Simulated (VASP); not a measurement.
GaAs, 12 atoms in the cell. It takes space group Pm-3n (No. 223, cubic). Conventional cell: a = 6.743 Å, b = 6.743 Å, c = 6.743 Å, α = 90.00°, β = 90.00°, γ = 90.00°. Within 3.1 Å of Ga (site symmetry -4m2) lie 4 As at 2.38 Å. Within 3.1 Å of As (site symmetry -4m2) lie 4 Ga at 2.38 Å. The cell was built from a structure type or drawn by symmetry, and may not be a known phase.

```yaml
Program: VASP 6.6.1
Task: single point
Functional: PBE
Potentials_or_basis: VASP PAW PBE potentials, release 64 (Ga_d, As)
Cutoff: 520 eV
k_mesh: 4 × 4 × 4
Occupations: gaussian, width 0.1 eV
Spin: no spin polarisation
Dipole_correction: no
Further_INCAR_settings: ALGO = Normal; EDIFF = 1e-07; NBANDS = 66
```

Potentials or basis: VASP PAW PBE potentials, release 64 (Ga_d, As).

The run is started by

```sh
$ cat potpaw_PBE.64/Ga_d/POTCAR potpaw_PBE.64/As/POTCAR > POTCAR
$ mpirun -np 1 vasp_std > vasp.out
```

Hardware: 1 thread of Intel(R) Xeon(R) 6975P-C (Granite Rapids), on a shared host.

Task: Estimate the wall time of this run.

Result: It took 2.3 min on 1 thread of Intel(R) Xeon(R) 6975P-C (Granite Rapids), with other jobs on the host, peak memory 0.41 GiB. Counts: scf iterations 16, k points 10.
